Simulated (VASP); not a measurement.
Crystal: BN.

```
B N
1.0
     0.00000    1.80482    1.80482
     1.80482    0.00000    1.80482
     1.80482    1.80482    0.00000
B N
1 1
Direct
  0.00000 0.00000 0.00000
  0.25000 0.25000 0.25000
```

Base run:

* Program: VASP 6.6.1
* Functional: r2SCAN
* Dispersion: D4
* Potentials or basis: VASP PAW PBE potentials, release 64 (B_h, N_h)
* Cutoff: 1460 eV
* k mesh: 8 × 8 × 8
* Occupations: gaussian, width 0.01 eV
* Spin: no spin polarisation

Its results: band gap on the k mesh 5.00 eV (least direct gap 9.57 eV); pressure -2.7 GPa.

**Question.** The run is repeated on the same cell with these changes: dispersion from D4 to none; occupations from gaussian, width 0.01 eV to gaussian, width 0.5 eV. What comes out?

**Answer.** Band gap on the k mesh 5.00 eV (least direct gap 9.57 eV); pressure -0.4 GPa.

Caveats: the PAW data sets were made with another functional, which shifts forces and pressure a little; so wide a smearing shifts energies and pressures (at least some runs).

A k mesh can miss the band edges.
